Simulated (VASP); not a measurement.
Rh3N2:

```xyz
5
Lattice="3.3670 0.0000 0.0000 -1.6835 2.9159 0.0000 0.0000 0.0000 5.2386" Properties=species:S:1:pos:R:3 pbc="T T T"
Rh    0.0000    0.0000    0.0000
Rh    0.0000    1.9440    3.3789
Rh    1.6835    0.9720    1.8597
N     0.0000    1.9440    1.2834
N     1.6835    0.9720    3.9551
```

```yaml
Program: VASP 6.6.1
Task: relaxation of cell and atoms
Functional: PBE
Potentials_or_basis: VASP PAW PBE potentials, release 64 (Rh_pv, N)
Cutoff: 600 eV
k_mesh: 6 × 6 × 4
Occupations: gaussian, width 0.1 eV
Spin: no spin polarisation
```

At the start: pressure 42.6 GPa; volume 10.29 Å³/atom.

Problem. Where does the relaxation end?

Solution. Over 53 steps the energy falls by 459.4 meV/atom and the volume is 11.27 Å³/atom (+9.6 %); space group P-3m1 (No. 164, to 0.1 Å) before and after.

The path:
```tsv
step	energy change (eV)	largest force (eV/Å)	pressure (GPa)	volume (Å³)
1	0.0000	2.7810	42.60	51.43
3	-1.0649	1.2570	-5.03	59.80
5	-1.0712	1.3218	-2.33	59.06
7	-1.2312	0.1029	3.14	57.98
9	-1.2459	0.1046	-0.96	59.14
11	-1.2683	0.1644	1.34	59.48
13	-1.2696	0.0711	-1.73	60.45
15	-1.2747	0.1384	-0.29	60.06
17	-1.2887	1.1789	3.01	60.22
19	-1.2912	1.0285	2.36	60.24
21	-1.2921	1.0530	2.40	60.26
23	-1.2961	1.1639	2.37	60.36
25	-1.3118	1.6458	2.42	60.70
27	-1.3481	1.9718	3.23	60.82
29	-1.4232	2.1350	2.22	60.97
31	-1.4307	2.1092	1.61	61.11
33	-1.4378	2.0666	1.34	61.15
35	-1.4940	1.9680	0.05	61.19
37	-1.6676	1.5611	-4.29	61.34
39	-1.7907	0.9745	-9.92	61.50
41	-2.0075	1.0961	3.94	56.68
43	-2.1826	0.5560	2.03	56.02
45	-2.2360	0.3929	-0.43	56.44
47	-2.2856	0.3248	-0.14	56.78
49	-2.2901	0.2136	-0.31	56.70
51	-2.2961	0.0596	-0.66	56.45
53	-2.2968	0.0290	-0.16	56.36
```

Final structure:
```yaml
crystal:
  lattice:
    - [3.03903, 0.00000, 0.00000]
    - [-1.51951, 2.63188, 0.00000]
    - [0.00000, 0.00000, 7.04624]
  atoms:
    - { symbol: Rh, position: [0.00000, 0.00000, 0.00000] }
    - { symbol: Rh, position: [0.33333, 0.66667, 0.65815] }
    - { symbol: Rh, position: [0.66667, 0.33333, 0.34185] }
    - { symbol: N, position: [0.33333, 0.66667, 0.19353] }
    - { symbol: N, position: [0.66667, 0.33333, 0.80647] }
```

Caveat: a cell axis changed by over 15 % at a fixed basis, so the end point is rough.
